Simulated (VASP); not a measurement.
Write the native input for VASP 6.6.1 that does the following.

| Item | Value |
| --- | --- |
| Task | single point |
| Functional | LDA |
| Potentials or basis | VASP PAW LDA potentials, release 64 (Mn_pv) |
| Cutoff | 520 eV |
| k mesh | 18 × 18 × 18 |
| Occupations | fermi-dirac, width 0.1 eV |
| Spin | no spin polarisation |
| Dipole correction | no |
| Further INCAR settings | ALGO = Normal; EDIFF = 1e-07; NBANDS = 12 |

The structure of Mn lies in POSCAR:

```
Mn
1.0
   -1.4157349851      1.4157349851      1.4157349851
    1.4157349851     -1.4157349851      1.4157349851
    1.4157349851      1.4157349851     -1.4157349851
Mn
1
Direct
    0.0000000000      0.0000000000      0.0000000000
```

This cell differs from its parent crystal: volume scaled by 1.12.

One way to write it, as run:

INCAR

```
PREC = Accurate ; ENCUT = 520
EDIFF = 1E-7 ; ISMEAR = -1
SIGMA = 0.1 ; LREAL = False
LASPH = True ; NELM = 100
ALGO = Normal ; ISIF = 2
LWAVE = False ; LCHARG = True
LELF = True ; LVHAR = True
NBANDS = 12
```

KPOINTS

```
Automatic mesh
0
Gamma
  18 18 18
```

Potentials or basis: VASP PAW LDA potentials, release 64 (Mn_pv).

Launch:

```console
$ cat potpaw_LDA.64/Mn_pv/POTCAR > POTCAR
$ mpirun -np 1 vasp_std > vasp.out
```

It gave:

```json
{"Pressure": "-28.5 GPa"}
```

Caveat: the run has no spin polarisation, though such a crystal can be magnetic.

Wall time 39 s on 1 thread of AMD EPYC 7R13, on a shared host, peak memory 0.1 GiB.
